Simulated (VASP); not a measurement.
## PbS: single point with HSE06

Crystal: PbS.

```
CELL_PARAMETERS angstrom
4.06225 0.00000 0.00000
-2.03112 3.51801 0.00000
0.00000 0.00000 3.76274
ATOMIC_POSITIONS crystal
Pb 0.00000 0.00000 0.00000
S 0.66667 0.33333 0.50000
```

```
Program                            : VASP 6.6.1
Task                               : single point
Functional                         : HSE06
Potentials or basis                : VASP PAW PBE potentials, release 64 (Pb_d, S)
Cutoff                             : 520 eV
k mesh                             : 4 × 4 × 4
Occupations                        : fermi-dirac, width 0.05 eV
Spin                               : no spin polarisation
Dipole correction                  : no
Grid for exact exchange (PRECFOCK) : Normal
Further INCAR settings             : ALGO = Normal; EDIFF = 1e-06; NBANDS = 17
Share of exact exchange            : 0.25
Screening parameter                : 0.2079 1/Å
```

```json
{
  "Pressure": "-0.1 GPa",
  "Band gap on the k mesh": "0.53 eV (least direct gap 1.31 eV)"
}
```

Stress tensor (GPa, compression positive):
```
-0.33  0.00  0.00
 0.00 -0.33  0.00
 0.00  0.00  0.38
```

Levels at points of the mesh, in eV from the valence-band top:
| k point | band 7 | band 8 | band 9 | band 10 | band 11 | band 12 | band 13 | band 14 |
| --- | --- | --- | --- | --- | --- | --- | --- | --- |
| (0.00, 0.00, 0.00) | -6.93 | -2.70 | -2.16 | -2.16 | 4.02 | 4.02 | 5.75 | 7.48 |
| (0.50, 0.00, 0.00) | -9.41 | -3.29 | -1.99 | -1.59 | 2.36 | 4.53 | 5.91 | 6.14 |
| (0.00, 0.00, 0.50) | -10.00 | -1.50 | -1.50 | 0.00 | 1.31 | 4.52 | 4.52 | 8.91 |
| (0.50, 0.00, 0.50) | -8.07 | -4.83 | -4.70 | -1.88 | 2.58 | 3.29 | 3.29 | 9.16 |

Wall time 25 min on 1 thread of Intel Xeon 8259CL (shared host), peak memory 0.29 GiB.

Caveat: the k points lie up to 0.45 Å⁻¹ apart; the PAW data sets were made with another functional, which shifts forces and pressure a little; spin-orbit coupling is left out, which moves the levels of the heavy elements. A k mesh can miss the band edges.
